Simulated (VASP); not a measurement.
# Bi (Im-3m) in VASP: a series of runs

The runs below take Bi through relaxation of cell and atoms, single point, with PBE+D4, PBEsol+D3(BJ), revPBE+D3(BJ), LDA.

All numbers are computed with VASP 6.6.1; they aren't measurements. Logs are shortened: lines on timing, memory, paths and dates and some standing lists are left out, and cuts for length are marked.

## 1. The cell of the first run

The structure is cubic, space group Im-3m (No. 229). The conventional cell has a = 3.963 Å, b = 3.963 Å, c = 3.963 Å, α = 90.00°, β = 90.00°, γ = 90.00°. Within 4.5 Å of Bi (site symmetry m-3m) lie 14 Bi at 3.43 to 3.96 Å.

## 2. Relaxation of cell and atoms, PBE+D4

The input, INCAR:

```
SYSTEM = Bi
PREC     = Accurate       ! precision mode
ENCUT    = 600            ! plane-wave cutoff, eV
EDIFF    = 1E-7           ! SCF threshold, eV
ISMEAR   = -1             ! smearing method
SIGMA    = 0.05           ! smearing width, eV
LREAL    = .FALSE.        ! projectors in reciprocal space
LASPH    = .TRUE.         ! aspherical terms in the spheres
NELM     = 80             ! most SCF steps
ALGO     = Normal         ! electronic algorithm
ISIF     = 3              ! what is computed and relaxed
LWAVE    = .FALSE.        ! write WAVECAR
LCHARG   = .FALSE.        ! write CHGCAR
GGA      = PE             ! functional
IVDW     = 13             ! dispersion correction
IBRION   = 2              ! ionic algorithm
NSW      = 60             ! ionic steps
EDIFFG   = -0.01          ! ionic threshold
```

The input, KPOINTS:

```
Automatic mesh
0
G
  9 9 9
  0 0 0
```

The input, POSCAR:

```
Bi
1.0
   -1.9814305318      1.9814305318      1.9814305318
    1.9814305318     -1.9814305318      1.9814305318
    1.9814305318      1.9814305318     -1.9814305318
Bi
1
Direct
    0.0000000000      0.0000000000      0.0000000000
```

Potentials or basis: VASP PAW PBE potentials, release 64 (Bi_d).

Command:

```
$ cat potpaw_PBE.64/Bi_d/POTCAR > POTCAR
$ mpirun -np 1 vasp_std > vasp.out
```

OUTCAR:

```text
SYSTEM = Bi
   PREC = Accurate
   ENCUT = 600
   EDIFF = 1E-7
   ISMEAR = -1
   LREAL = .FALSE.
   LASPH = .TRUE.
   NELM = 80
   ISIF = 3
   GGA = PE
   IVDW = 13
   IBRION = 2
   NSW = 60
   EDIFFG = -0.01

 ion  position               nearest neighbor table
   1  0.000  0.000  0.000-

  LATTYP: Found a body centered cubic cell.
 ALAT       =     3.9628610636

  Lattice vectors:

 A1 = (  -1.9814305318,   1.9814305318,   1.9814305318)
 A2 = (   1.9814305318,  -1.9814305318,   1.9814305318)
 A3 = (   1.9814305318,   1.9814305318,  -1.9814305318)

Analysis of symmetry for initial positions (statically):
=====================================================================
 Subroutine PRICEL returns:
 Original cell was already a primitive cell.

 Routine SETGRP: Setting up the symmetry group for a
 body centered cubic supercell.

 Subroutine GETGRP returns: Found 48 space group operations
[... 9 lines left out ...]

 Routine SETGRP: Setting up the symmetry group for a
 body centered cubic supercell.

 Subroutine GETGRP returns: Found 48 space group operations
[... 11 lines left out ...]
                                     Primitive cell

  volume of cell :      31.1169

  direct lattice vectors                    reciprocal lattice vectors
    -1.981430532  1.981430532  1.981430532     0.000000000  0.252342937  0.252342937
     1.981430532 -1.981430532  1.981430532     0.252342937  0.000000000  0.252342937
     1.981430532  1.981430532 -1.981430532     0.252342937  0.252342937  0.000000000

  length of vectors
     3.431938353  3.431938353  3.431938353     0.356866804  0.356866804  0.356866804

  position of ions in fractional coordinates (direct lattice)
     0.000000000  0.000000000  0.000000000

  ion indices of the primitive-cell ions
   primitive index   ion index
                 1           1

----------------------------------------------------------------------------------------

 KPOINTS: Automatic mesh

Automatic generation of k-mesh.
 Grid dimensions read from file:
 generate k-points for:    9    9    9

 Generating k-lattice:

  Cartesian coordinates                     Fractional coordinates (reciprocal lattice)
     0.000000000  0.028038104  0.028038104     0.111111111  0.000000000  0.000000000
     0.028038104  0.000000000  0.028038104     0.000000000  0.111111111  0.000000000
     0.028038104  0.028038104  0.000000000     0.000000000  0.000000000  0.111111111

  Length of vectors
     0.039651867  0.039651867  0.039651867

  Shift w.r.t. Gamma in fractional coordinates (k-lattice)
     0.000000000  0.000000000  0.000000000

 Subroutine IBZKPT returns following result:
 ===========================================

 Found     35 irreducible k-points:

 Following reciprocal coordinates:
            Coordinates               Weight
  0.000000  0.000000  0.000000      1.000000
  0.111111  0.000000  0.000000     12.000000
  0.222222  0.000000  0.000000     12.000000
  0.333333  0.000000  0.000000     12.000000
  0.444444  0.000000  0.000000     12.000000
  0.111111  0.111111  0.000000     24.000000
[... 16 lines left out ...]
 -0.333333  0.444444  0.111111     48.000000
 -0.444444 -0.444444  0.111111     24.000000
 [... further k-points ...]
   k-points           NKPTS =     35   k-points in BZ     NKDIM =     35   number of bands    NBANDS=     11
   number of dos      NEDOS =    301   number of ions     NIONS =      1
   total plane-waves  NPLWV =  21952
   dimension x,y,z NGX =    28 NGY =   28 NGZ =   28
   dimension x,y,z NGXF=    56 NGYF=   56 NGZF=   56
   ions per type =               1
   NGX,Y,Z   is equivalent  to a cutoff of  13.56, 13.56, 13.56 a.u.
   NGXF,Y,Z  is equivalent  to a cutoff of  27.13, 27.13, 27.13 a.u.
 SYSTEM =  Bi
   PREC   = accura    normal or accurate (medium, high low for compatibility)
   ISTART =      0    job   : 0-new  1-cont  2-samecut
   ICHARG =      2    charge: 1-file 2-atom 10-const
   ISPIN  =      1    spin polarized calculation?
   LNONCOLLINEAR =      F non collinear calculations
   LSORBIT =      F    spin-orbit coupling
   LASPH  =      T    aspherical Exc in radial PAW
   ENCUT  =  600.0 eV  44.10 Ry    6.64 a.u.   6.85  6.85  6.85*2*pi/ulx,y,z
   NELM   =     80;   NELMIN=  2; NELMDL= -5     # of ELM steps
   EDIFF  = 0.1E-06   stopping-criterion for ELM
   LREAL  =      F    real-space projection
   EDIFFG = -.1E-01   stopping-criterion for IOM
   NSW    =     60    number of steps for IOM
   IBRION =      2    ionic relax: 0-MD 1-quasi-New 2-CG
   NFREE  =      1    steps in history (QN), initial steepest desc. (CG)
   ISIF   =      3    stress and relaxation
   ISYM   =      2    0-nonsym 1-usesym 2-fastsym
   POTIM  = 0.5000    time-step for ionic-motion
   TEBEG  =    0.0;   TEEND  =   0.0 temperature during run
   PSTRESS=    0.0 pullay stress
   NELECT =      15.0000    total number of electrons
   NUPDOWN=      -1.0000    fix difference up-down
   EMIN   =  10.00;   EMAX   =-10.00  energy-range for DOS
   EFERMI =   0.00;   METHOD = LEGACY
   ISMEAR =    -1;   SIGMA  =   0.05  broadening in eV -4-tet -1-fermi 0-gaus
   EFERMI_NEDOS =   21; number of points for ismear=-14 and -15
   IALGO  =     38    algorithm
   IMIX   =      4    mixing-type and parameters
     AMIX     =   0.40;   BMIX     =  1.00
     AMIX_MAG =   1.60;   BMIX_MAG =  1.00
  volume/ion in A,a.u.               =      31.12       209.99
  Fermi-wavevector in a.u.,A,eV,Ry     =   1.283630  2.425708 22.418388  1.647705
  Thomas-Fermi vector in A             =   2.415871
   LORBIT       =      0    0 simple, 1 ext, 2 COOP (PROOUT), +10 PAW based schemes
   GGA     = PE    functional components
   LHFCALC =     F    Hartree Fock is set to
   AEXX    =    0.0000 exact exchange contribution
   IVDW    =    13    specifies the selected vdW correction
   LEPSILON=     F    determine dielectric tensor
   LRPA    =     F    only Hartree local field effects (RPA)
 conjugate gradient relaxation of ions
 non-spin polarized calculation
  energy-cutoff  :      600.00
  volume of cell :       31.12
 maximum number of plane-waves:      1055
   NGX = 13   NGY = 13   NGZ = 13

--------------------------------------- Ionic step        1  -------------------------------------------

 number of electron      14.9999994 magnetization

 Free energy of the ion-electron system (eV)
  ---------------------------------------------------
  ext. energy  EPLUGINS =         0.00000000
  ---------------------------------------------------
  free energy    TOTEN  =        -3.76992220 eV

  energy without entropy =       -3.76580138  energy(sigma->0) =       -3.76786179

------------------------ aborting loop because EDIFF is reached ----------------------------------------

  DFT-D4 for vdW energy calculation

  Edisp (eV):   -0.54736

  FORCE on cell =-STRESS in cart. coord.  units (eV):
  Direction    XX          YY          ZZ          XY          YZ          ZX
  --------------------------------------------------------------------------------------
  -------------------------------------------------------------------------------------
  Total      -0.33555    -0.33555    -0.33555     0.00000    -0.00000    -0.00000
  in kB     -17.27729   -17.27729   -17.27729     0.00000    -0.00000    -0.00000
  external pressure =      -17.28 kB  Pullay stress =        0.00 kB
[... 59 lines left out ...]
  energy  without entropy=       -4.3161354250  energy(sigma->0) =       -4.31843612

--------------------------------------- Ionic step        3  -------------------------------------------

 number of electron      14.9999997 magnetization

 Free energy of the ion-electron system (eV)
  ---------------------------------------------------
  ext. energy  EPLUGINS =         0.00000000
  ---------------------------------------------------
  free energy    TOTEN  =        -3.75935914 eV

  energy without entropy =       -3.75510194  energy(sigma->0) =       -3.75723054

 E-fermi :   8.3849     XC(G=0): -10.4403

 val. band max:        8.3556505702   @ k =   0.2222   0.0000   0.0000
 cond. band min:       8.3948024338   @ k =  -0.2222   0.2222   0.1111
 fundamental gap:      0.0391518636
 Fermi energy:         8.3848821144

 k-point     1 :       0.0000    0.0000    0.0000
  band No.  band energies     occupation
      1     -14.7459      2.00000
      2     -14.7459      2.00000
      3     -14.7459      2.00000
      4     -14.6039      2.00000
      5     -14.6039      2.00000
      6      -5.4254      2.00000
      7      13.6634      0.00000
      8      13.6634      0.00000
      9      13.6634      0.00000
     10      17.8532      0.00000
     11      18.7957      0.00000
[... 309 lines left out ...]
 k-point    24 :      -0.4444   -0.4444    0.1111
  band No.  band energies     occupation
      1     -14.7350      2.00000
      2     -14.6980      2.00000
      3     -14.6493      2.00000
      4     -14.6091      2.00000
      5     -14.5265      2.00000
      6      -1.7534      2.00000
      7       3.7833      2.00000
      8       7.4323      2.00000
      9      11.0556      0.00000
     10      15.8141      0.00000
     11      17.2824      0.00000

 [... further k-points ...]

------------------------ aborting loop because EDIFF is reached ----------------------------------------

  DFT-D4 for vdW energy calculation

  Edisp (eV):   -0.56318

  FORCE on cell =-STRESS in cart. coord.  units (eV):
  Direction    XX          YY          ZZ          XY          YZ          ZX
  --------------------------------------------------------------------------------------
  -------------------------------------------------------------------------------------
  Total       0.00042     0.00042     0.00042     0.00000     0.00000    -0.00000
  in kB       0.02226     0.02226     0.02226     0.00000     0.00000    -0.00000
  external pressure =        0.02 kB  Pullay stress =        0.00 kB
[... 16 lines left out ...]
  FREE ENERGIE OF THE ION-ELECTRON SYSTEM (eV)
  ---------------------------------------------------
  free  energy   TOTEN  =        -4.3225368565 eV

  energy  without entropy=       -4.3182796629  energy(sigma->0) =       -4.32040826

 reached required accuracy - stopping structural energy minimisation
```

Wall time 73 s (1 thread of AMD EPYC 7R13, shared host); peak memory 0.14 GiB.

Results:

- Free energy: -4.3225 eV
- Relaxed volume: 30.17 Å³/atom
- Relaxed cell: a = 3.397 Å, b = 3.397 Å, c = 3.397 Å, α = 109.47°, β = 109.47°, γ = 109.47°
- Space group after relaxing (to 0.05 Å): Im-3m (No. 229)
- Energy gained by relaxing: 5.3 meV/atom
- Ionic steps: 3
- Pressure after relaxing: 0.0 GPa
- Dispersion energy per atom: -0.563 eV

The path:
```csv
step,energy change (eV),largest force (eV/Å),pressure (GPa),volume (Å³)
1,0.0000,0.0000,-1.73,31.12
2,-0.0035,0.0000,1.10,29.63
3,-0.0053,0.0000,0.00,30.17
```

Final structure:
```
Bi
1.0
    -1.96103    1.96103    1.96103
     1.96103   -1.96103    1.96103
     1.96103    1.96103   -1.96103
Bi
1
Direct
  0.00000 0.00000 0.00000
```

Caveat: spin-orbit coupling is left out, which moves the levels of the heavy elements; pairwise dispersion overbinds metals, which lowers pressure and volume.

## 3. Relaxation of cell and atoms, PBEsol+D3(BJ)

The input, INCAR:

```
SYSTEM = Bi
ALGO     = Normal         ! electronic algorithm
EDIFF    = 1E-6           ! SCF threshold, eV
EDIFFG   = -0.01          ! ionic threshold
ENCUT    = 600            ! plane-wave cutoff, eV
GGA      = PS             ! functional
IBRION   = 2              ! ionic algorithm
ISIF     = 3              ! what is computed and relaxed
ISMEAR   = -1             ! smearing method
IVDW     = 12             ! dispersion correction
LASPH    = .TRUE.         ! aspherical terms in the spheres
LCHARG   = .FALSE.        ! write CHGCAR
LREAL    = .FALSE.        ! projectors in reciprocal space
LWAVE    = .FALSE.        ! write WAVECAR
NELM     = 80             ! most SCF steps
NSW      = 60             ! ionic steps
PREC     = Accurate       ! precision mode
SIGMA    = 0.05           ! smearing width, eV
```

The input, KPOINTS:

```
k-points
0
G
  9 9 9
  0 0 0
```

POSCAR is that of step 2.

Potentials or basis: VASP PAW PBE potentials, release 64 (Bi_d).

Command:

```
$ cat potpaw_PBE.64/Bi_d/POTCAR > POTCAR
$ mpirun -np 1 vasp_std > vasp.out
```

Wall time 65 s (1 thread of AMD EPYC 7R13, shared host); peak memory 0.15 GiB.

It converged, with:

```yaml
Free_energy: -4.7923 eV
Relaxed_volume: 28.54 Å³/atom
Relaxed_cell: a = 3.334 Å, b = 3.334 Å, c = 3.334 Å, α = 109.47°, β = 109.47°, γ = 109.47°
Space_group_after_relaxing_to_0.05_Å: Im-3m (No. 229)
Energy_gained_by_relaxing: 41.6 meV/atom
Ionic_steps: 3
Pressure_after_relaxing: 0.0 GPa
Dispersion_energy_per_atom: -0.573 eV
```

Step by step:
```
step  energy change (eV)  largest force (eV/Å)  pressure (GPa)  volume (Å³)
   1              0.0000                0.0000           -4.81        31.12
   2             -0.0256                0.0000            3.80        27.10
   3             -0.0416                0.0000            0.03        28.54
```

Final structure:
```xyz
1
Lattice="-1.9251 1.9251 1.9251 1.9251 -1.9251 1.9251 1.9251 1.9251 -1.9251" Properties=species:S:1:pos:R:3 pbc="T T T"
Bi    0.0000    0.0000    0.0000
```

Levels at points of the mesh, in eV from the Fermi level:
```tsv
k point	band 4	band 5	band 6	band 7	band 8	band 9	band 10	band 11
(0.00, 0.00, 0.00)	-22.99	-22.99	-14.30	5.64	5.64	5.64	10.15	10.35
```

Caveat: the PAW data sets were made with another functional, which shifts forces and pressure a little; spin-orbit coupling is left out, which moves the levels of the heavy elements; pairwise dispersion overbinds metals, which lowers pressure and volume.

## 4. Relaxation of cell and atoms, revPBE+D3(BJ)

The input, INCAR:

```
PREC     = Accurate       # precision mode
ENCUT    = 600            # plane-wave cutoff, eV
EDIFF    = 1E-7           # SCF threshold, eV
ISMEAR   = -1             # smearing method
SIGMA    = 0.05           # smearing width, eV
LREAL    = F              # projectors in reciprocal space
LASPH    = T              # aspherical terms in the spheres
NELM     = 80             # most SCF steps
ALGO     = Normal         # electronic algorithm
ISIF     = 3              # what is computed and relaxed
LWAVE    = F              # write WAVECAR
LCHARG   = F              # write CHGCAR
GGA      = RE             # functional
IVDW     = 12             # dispersion correction
IBRION   = 2              # ionic algorithm
NSW      = 60             # ionic steps
EDIFFG   = -0.01          # ionic threshold
```

The input, KPOINTS:

```
Automatic mesh
0
Gamma
  9 9 9
```

POSCAR is that of step 3.

Command:

```
$ cat potpaw_PBE.64/Bi_d/POTCAR > POTCAR
$ mpirun -np 1 vasp_std > vasp.out
```

It took 73 s on 1 thread of AMD EPYC 7R13, shared host; peak memory 0.15 GiB.

The run converged. Its results:

| Item | Value |
| --- | --- |
| Free energy | -4.3700 eV |
| Relaxed volume | 29.53 Å³/atom |
| Relaxed cell | a = 3.373 Å, b = 3.373 Å, c = 3.373 Å, α = 109.47°, β = 109.47°, γ = 109.47° |
| Space group after relaxing (to 0.05 Å) | Im-3m (No. 229) |
| Energy gained by relaxing | 14.5 meV/atom |
| Ionic steps | 3 |
| Pressure after relaxing | 0.0 GPa |
| Dispersion energy per atom | -0.972 eV |

Step by step:
| step | energy change (eV) | largest force (eV/Å) | pressure (GPa) | volume (Å³) |
| --- | --- | --- | --- | --- |
| 1 | 0.0000 | 0.0000 | -2.81 | 31.12 |
| 2 | -0.0103 | 0.0000 | 1.72 | 28.72 |
| 3 | -0.0145 | 0.0000 | 0.01 | 29.53 |

Final structure:
```cif
data_structure
_symmetry_space_group_name_H-M 'P 1'
_symmetry_Int_Tables_number 1
_cell_length_a 3.3725
_cell_length_b 3.3725
_cell_length_c 3.3725
_cell_angle_alpha 109.471
_cell_angle_beta 109.471
_cell_angle_gamma 109.471
_cell_volume 29.53
loop_
_atom_site_label
_atom_site_type_symbol
_atom_site_fract_x
_atom_site_fract_y
_atom_site_fract_z
_atom_site_occupancy
Bi1 Bi 0.00000 0.00000 0.00000 1
```

Levels at points of the mesh, in eV from the Fermi level:
```tsv
k point	band 3	band 4	band 5	band 6	band 7	band 8	band 9	band 10	band 11
(0.00, 0.00, 0.00)	-23.23	-23.08	-23.08	-14.00	5.42	5.42	5.42	9.71	10.35
```

Caveat: the PAW data sets were made with another functional, which shifts forces and pressure a little; spin-orbit coupling is left out, which moves the levels of the heavy elements; pairwise dispersion overbinds metals, which lowers pressure and volume.

## 5. Single point, LDA

The input, INCAR:

```
SYSTEM = Bi
PREC = Accurate
ENCUT = 520
EDIFF = 1E-7
ISMEAR = -1
SIGMA = 0.025
LREAL = .FALSE.
LASPH = .TRUE.
NELM = 60
ALGO = Normal
ISIF = 2
LWAVE = .FALSE.
LCHARG = .TRUE.
LELF = .TRUE.
LVHAR = .TRUE.
NBANDS = 14
```

The input, KPOINTS:

```
regular mesh
0
G
  9 9 9
  0 0 0
```

POSCAR is that of step 4.

Potentials or basis: VASP PAW LDA potentials, release 64 (Bi_d).

Command:

```
$ cat potpaw_LDA.64/Bi_d/POTCAR > POTCAR
$ mpirun -np 1 vasp_std > vasp.out
```

It took 14 s on 1 thread of Intel Xeon Platinum 8375C at 2.90GHz (Ice Lake), shared host; peak memory 0.14 GiB.

It converged, with:

| Item | Value |
| --- | --- |
| Free energy | -4.4621 eV |
| Pressure | -3.3 GPa |

Levels at points of the mesh, in eV from the Fermi level:
```
           k point  band 3  band 4  band 5  band 6  band 7  band 8  band 9  band 10  band 11  band 12
(0.00, 0.00, 0.00)  -22.97  -22.84  -22.84  -13.53    5.05    5.05    5.05     9.23    10.52    10.52
```

Caveat: spin-orbit coupling is left out, which moves the levels of the heavy elements.

[end of part 1 of 2]
